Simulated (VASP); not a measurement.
# MoS2 in VASP: a series of runs

The runs below take MoS2 through single point, with r2SCAN, PBE.

Program: VASP 6.6.1. These are calculated values, not measurements. Logs are shortened: lines on timing, memory, paths and dates and some standing lists are left out, and cuts for length are marked.

## 1. The cell of the first run

It takes space group P-6m2 (No. 187, hexagonal). Conventional cell: a = 3.106 Å, b = 3.106 Å, c = 6.670 Å, α = 90.00°, β = 90.00°, γ = 120.00°. Mo (site symmetry -6m2) has 6 S at 2.39 Å and 6 Mo at 3.11 Å within 3.2 Å. Within 3.2 Å of S (site symmetry 3m) lie 3 Mo at 2.39 Å and 7 S at 3.11 to 3.15 Å.

## 2. Single point, r2SCAN (strain -2.0%)

File POSCAR:

```
MoS2
1.0
    3.1059562055      0.0000000000      0.0000000000
   -1.5529781028      2.6898369770      0.0000000000
    0.0000000000      0.0000000000      6.6704196970
Mo S
1 2
Direct
    0.0000000000      0.0000000000      0.0000000000
    0.3333333333      0.6666666667      0.2361464865
    0.3333333333      0.6666666667      0.7638535135
```

File INCAR.step1:

```
ALGO = Normal ; EDIFF = 1E-4
ENCUT = 520 ; GGA = PE
ISMEAR = 0 ; LASPH = True
LCHARG = False ; LREAL = False
LWAVE = True ; NBANDS = 20
NELM = 80 ; PREC = Accurate
SIGMA = 0.01
```

File INCAR.step2:

```
ALGO = Normal ; EDIFF = 1E-6
ENCUT = 520 ; ISIF = 2
ISMEAR = 0 ; ISTART = 1
LASPH = True ; LCHARG = True
LELF = True ; LMIXTAU = True
LREAL = False ; LVHAR = True
LWAVE = False ; METAGGA = R2SCAN
NBANDS = 20 ; NELM = 80
PREC = Accurate ; SIGMA = 0.01
```

File KPOINTS:

```
k-points
0
Gamma
  12 12 4
```

Potentials or basis: VASP PAW PBE potentials, release 64 (Mo_sv, S).

Launch:

```sh
$ cat potpaw_PBE.64/Mo_sv/POTCAR potpaw_PBE.64/S/POTCAR > POTCAR
$ cp INCAR.step1 INCAR
$ mpirun -np 1 vasp_std > vasp.out
$ cp INCAR.step2 INCAR
$ mpirun -np 1 vasp_std > vasp.out
```

OUTCAR:

```text
EDIFF = 1E-6
   ENCUT = 520
   ISIF = 2
   ISMEAR = 0
   ISTART = 1
   LASPH = True
   LREAL = False
   METAGGA = R2SCAN
   NELM = 80
   PREC = Accurate

 ion  position               nearest neighbor table
   1  0.000  0.000  0.000-   2 2.39   3 2.39   2 2.39   3 2.39   2 2.39   3 2.39
   2  0.333  0.667  0.236-   1 2.39   1 2.39   1 2.39
   3  0.333  0.667  0.764-   1 2.39   1 2.39   1 2.39

  LATTYP: Found a hexagonal cell.
 ALAT       =     3.1059562055
 C/A-ratio  =     2.1476219417

  Lattice vectors:

 A1 = (   3.1059562055,   0.0000000000,   0.0000000000)
 A2 = (  -1.5529781028,   2.6898369770,   0.0000000000)
 A3 = (   0.0000000000,   0.0000000000,   6.6704196970)

Analysis of symmetry for initial positions (statically):
=====================================================================
 Subroutine PRICEL returns:
 Original cell was already a primitive cell.

 Routine SETGRP: Setting up the symmetry group for a
 hexagonal supercell.

 Subroutine GETGRP returns: Found 12 space group operations
 (whereof 12 operations were pure point group operations)
 out of a pool of 24 trial point group operations.

The static configuration has the point symmetry D_3h.

Analysis of symmetry for dynamics (positions and initial velocities):
=====================================================================
 Subroutine PRICEL returns:
 Original cell was already a primitive cell.

 Routine SETGRP: Setting up the symmetry group for a
 hexagonal supercell.

 Subroutine GETGRP returns: Found 12 space group operations
 (whereof 12 operations were pure point group operations)
 out of a pool of 24 trial point group operations.

The dynamic configuration has the point symmetry D_3h.

 Subroutine INISYM returns: Found 12 space group operations
 (whereof 12 operations are pure point group operations),
 and found     1 'primitive' translations

----------------------------------------------------------------------------------------

                                     Primitive cell

  volume of cell :      55.7281

  direct lattice vectors                    reciprocal lattice vectors
     3.105956206  0.000000000  0.000000000     0.321962041  0.185884871  0.000000000
    -1.552978103  2.689836977  0.000000000     0.000000000  0.371769742  0.000000000
     0.000000000  0.000000000  6.670419697     0.000000000  0.000000000  0.149915604

  length of vectors
     3.105956206  3.105956206  6.670419697     0.371769742  0.371769742  0.149915604

  position of ions in fractional coordinates (direct lattice)
     0.000000000  0.000000000  0.000000000
     0.333333333  0.666666667  0.236146486
     0.333333333  0.666666667  0.763853514

  ion indices of the primitive-cell ions
   primitive index   ion index
                 1           1
                 2           2
                 3           3

----------------------------------------------------------------------------------------

 KPOINTS: k-points

Automatic generation of k-mesh.
 Grid dimensions read from file:
 generate k-points for:   12   12    4

 Generating k-lattice:

  Cartesian coordinates                     Fractional coordinates (reciprocal lattice)
     0.026830170  0.015490406  0.000000000     0.083333333  0.000000000  0.000000000
     0.000000000  0.030980812  0.000000000     0.000000000  0.083333333  0.000000000
     0.000000000  0.000000000  0.037478901     0.000000000  0.000000000  0.250000000

  Length of vectors
     0.030980812  0.030980812  0.037478901

  Shift w.r.t. Gamma in fractional coordinates (k-lattice)
     0.000000000  0.000000000  0.000000000

 Subroutine IBZKPT returns following result:
 ===========================================

 Found     57 irreducible k-points:

 Following reciprocal coordinates:
            Coordinates               Weight
  0.000000  0.000000  0.000000      1.000000
  0.083333  0.000000  0.000000      6.000000
  0.166667  0.000000  0.000000      6.000000
  0.250000  0.000000  0.000000      6.000000
  0.333333  0.000000  0.000000      6.000000
  0.416667  0.000000  0.000000      6.000000
[... 16 lines left out ...]
  0.250000  0.000000  0.250000     12.000000
  0.333333  0.000000  0.250000     12.000000
 [... further k-points ...]
   k-points           NKPTS =     57   k-points in BZ     NKDIM =     57   number of bands    NBANDS=     20
   number of dos      NEDOS =    301   number of ions     NIONS =      3
   total plane-waves  NPLWV =  28800
   dimension x,y,z NGX =    24 NGY =   24 NGZ =   50
   dimension x,y,z NGXF=    48 NGYF=   48 NGZF=  100
   ions per type =               1   2
   NGX,Y,Z   is equivalent  to a cutoff of  12.85, 12.85, 12.46 a.u.
   NGXF,Y,Z  is equivalent  to a cutoff of  25.69, 25.69, 24.92 a.u.
 SYSTEM =  unknown system
   PREC   = accura    normal or accurate (medium, high low for compatibility)
   ISTART =      1    job   : 0-new  1-cont  2-samecut
   ICHARG =      0    charge: 1-file 2-atom 10-const
   ISPIN  =      1    spin polarized calculation?
   LNONCOLLINEAR =      F non collinear calculations
   LSORBIT =      F    spin-orbit coupling
   LASPH  =      T    aspherical Exc in radial PAW
   ENCUT  =  520.0 eV  38.22 Ry    6.18 a.u.   5.78  5.78 12.40*2*pi/ulx,y,z
   NELM   =     80;   NELMIN=  2; NELMDL=  0     # of ELM steps
   EDIFF  = 0.1E-05   stopping-criterion for ELM
   LREAL  =      F    real-space projection
[... 7 lines left out ...]
   TEBEG  =    0.0;   TEEND  =   0.0 temperature during run
   PSTRESS=    0.0 pullay stress
   NELECT =      26.0000    total number of electrons
   NUPDOWN=      -1.0000    fix difference up-down
   EMIN   =  10.00;   EMAX   =-10.00  energy-range for DOS
   EFERMI =   0.00;   METHOD = LEGACY
   ISMEAR =     0;   SIGMA  =   0.01  broadening in eV -4-tet -1-fermi 0-gaus
   EFERMI_NEDOS =   21; number of points for ismear=-14 and -15
   IALGO  =     38    algorithm
   IMIX   =      4    mixing-type and parameters
     AMIX     =   0.40;   BMIX     =  1.00
     AMIX_MAG =   1.60;   BMIX_MAG =  1.00
  volume/ion in A,a.u.               =      18.58       125.36
  Fermi-wavevector in a.u.,A,eV,Ry     =   1.269720  2.399422 21.935145  1.612188
  Thomas-Fermi vector in A             =   2.402746
   LORBIT       =      0    0 simple, 1 ext, 2 COOP (PROOUT), +10 PAW based schemes
   METAGGA = R2SCAN    functional components
   LHFCALC =     F    Hartree Fock is set to
   AEXX    =    0.0000 exact exchange contribution
   IVDW    =     0    specifies the selected vdW correction
   LEPSILON=     F    determine dielectric tensor
   LRPA    =     F    only Hartree local field effects (RPA)
 non-spin polarized calculation
 Gauss-broadening in eV      SIGMA  =   0.01
  energy-cutoff  :      520.00
  volume of cell :       55.73
 maximum number of plane-waves:      1512
 NGX is ok and might be reduce to    24
   NGX = 11   NGY = 11   NGZ = 25

 number of electron      26.0000002 magnetization

 Free energy of the ion-electron system (eV)
  ---------------------------------------------------
  ext. energy  EPLUGINS =         0.00000000
  ---------------------------------------------------
  free energy    TOTEN  =       -44.92583232 eV

  energy without entropy =      -44.92583232  energy(sigma->0) =      -44.92583232

 E-fermi :   6.6431     XC(G=0): -11.1094

 val. band max:        6.5066512219   @ k =   0.0000   0.0000   0.5000
 cond. band min:       7.9145260433   @ k =   0.1667   0.1667   0.0000
 fundamental gap:      1.4078748213
 Fermi energy:         6.6431189296

 k-point     1 :       0.0000    0.0000    0.0000
  band No.  band energies     occupation
      1     -56.5342      2.00000
      2     -30.0065      2.00000
      3     -29.6890      2.00000
      4     -29.6890      2.00000
      5      -8.8890      2.00000
      6      -7.3584      2.00000
[... 12 lines left out ...]
     19      14.7211      0.00000
     20      16.5497      0.00000

 k-point     2 :       0.0833    0.0000    0.0000
  band No.  band energies     occupation
      1     -56.5304      2.00000
      2     -29.9993      2.00000
      3     -29.7242      2.00000
      4     -29.6969      2.00000
      5      -8.7709      2.00000
      6      -7.3111      2.00000
[... 12 lines left out ...]
     19      14.8775      0.00000
     20      17.0335      0.00000

 k-point     3 :       0.1667    0.0000    0.0000
  band No.  band energies     occupation
      1     -56.5200      2.00000
      2     -29.9798      2.00000
      3     -29.8193      2.00000
      4     -29.7184      2.00000
      5      -8.4342      2.00000
      6      -7.1768      2.00000
[... 12 lines left out ...]
     19      15.5904      0.00000
     20      16.8016      0.00000

 k-point     4 :       0.2500    0.0000    0.0000
  band No.  band energies     occupation
      1     -56.5057      2.00000
      2     -29.9530      2.00000
      3     -29.9473      2.00000
      4     -29.7476      2.00000
      5      -7.9323      2.00000
      6      -6.9789      2.00000
[... 12 lines left out ...]
     19      15.7176      0.00000
     20      16.2626      0.00000

 k-point     5 :       0.3333    0.0000    0.0000
  band No.  band energies     occupation
      1     -56.4914      2.00000
      2     -30.0729      2.00000
      3     -29.9261      2.00000
      4     -29.7767      2.00000
      5      -7.3617      2.00000
      6      -6.7607      2.00000
[... 12 lines left out ...]
     19      14.5583      0.00000
     20      15.4139      0.00000
[... 353 lines left out ...]
      6      -7.4047      2.00000
[... 12 lines left out ...]
     19      15.1109      0.00000
     20      16.8356      0.00000

 k-point    22 :       0.1667    0.0000    0.2500
  band No.  band energies     occupation
      1     -56.5200      2.00000
      2     -29.9798      2.00000
      3     -29.8193      2.00000
      4     -29.7184      2.00000
      5      -8.3801      2.00000
      6      -7.2630      2.00000
[... 12 lines left out ...]
     19      15.5745      0.00000
     20      16.8536      0.00000

 k-point    23 :       0.2500    0.0000    0.2500
  band No.  band energies     occupation
      1     -56.5057      2.00000
      2     -29.9530      2.00000
      3     -29.9473      2.00000
      4     -29.7476      2.00000
      5      -7.8796      2.00000
      6      -7.0541      2.00000
[... 12 lines left out ...]
     19      15.5320      0.00000
     20      16.4082      0.00000

 k-point    24 :       0.3333    0.0000    0.2500
  band No.  band energies     occupation
      1     -56.4914      2.00000
      2     -30.0729      2.00000
      3     -29.9261      2.00000
      4     -29.7767      2.00000
      5      -7.3132      2.00000
      6      -6.8220      2.00000
[... 12 lines left out ...]
     19      14.7917      0.00000
     20      15.5709      0.00000

 [... further k-points ...]
[... 5 lines left out ...]
  --------------------------------------------------------------------------------------
  -------------------------------------------------------------------------------------
  Total        2.5892658      2.5892658      0.7842920     -0.0000000     -0.0000000      0.0000000
  in kB       74.4410971     74.4410971     22.5483065     -0.0000000     -0.0000000      0.0000000
  external PRESSURE =      57.1435002 kB  Pullay stress =       0.0000000 kB

 VOLUME and BASIS-vectors are now :
 -----------------------------------------------------------------------------
  energy-cutoff  :      520.00
  volume of cell :       55.73
      direct lattice vectors                 reciprocal lattice vectors
     3.105956206  0.000000000  0.000000000     0.321962041  0.185884871  0.000000000
    -1.552978103  2.689836977  0.000000000     0.000000000  0.371769742  0.000000000
     0.000000000  0.000000000  6.670419697     0.000000000  0.000000000  0.149915604

 POSITION                                       TOTAL-FORCE (eV/Angst)
 -----------------------------------------------------------------------------------
      0.00000      0.00000      0.00000        -0.000000      0.000000      0.000000
     -0.00000      1.79322      1.57520        -0.000000     -0.000000     -0.040914
     -0.00000      1.79322      5.09522         0.000000      0.000000      0.040914
 -----------------------------------------------------------------------------------
    total drift:                                0.000000     -0.000000     -0.000000

  FREE ENERGIE OF THE ION-ELECTRON SYSTEM (eV)
  ---------------------------------------------------
  free  energy   TOTEN  =       -44.9258323198 eV

  energy  without entropy=      -44.9258323198  energy(sigma->0) =      -44.92583232
```

Wall time 3.9 min (1 thread of Intel Xeon 8259CL, shared host); peak memory 0.21 GiB.

Results:

```
Free energy            : -44.9258 eV
Pressure               : 5.7 GPa
Largest force          : 0.041 eV/Å
Band gap on the k mesh : 1.41 eV (least direct gap 2.05 eV)
```

Forces on the atoms (eV/Å):
```
Mo   0.000  0.000  0.000
S    0.000  0.000 -0.041
S    0.000  0.000  0.041
```

Caveat: the cell differs from its parent crystal (strain -2.0%); the stress differs along the axes, from 2 to 7 GPa; the PAW data sets were made with another functional, which shifts forces and pressure a little. A k mesh can miss the band edges.

(Part 1 of 2 ends here.)
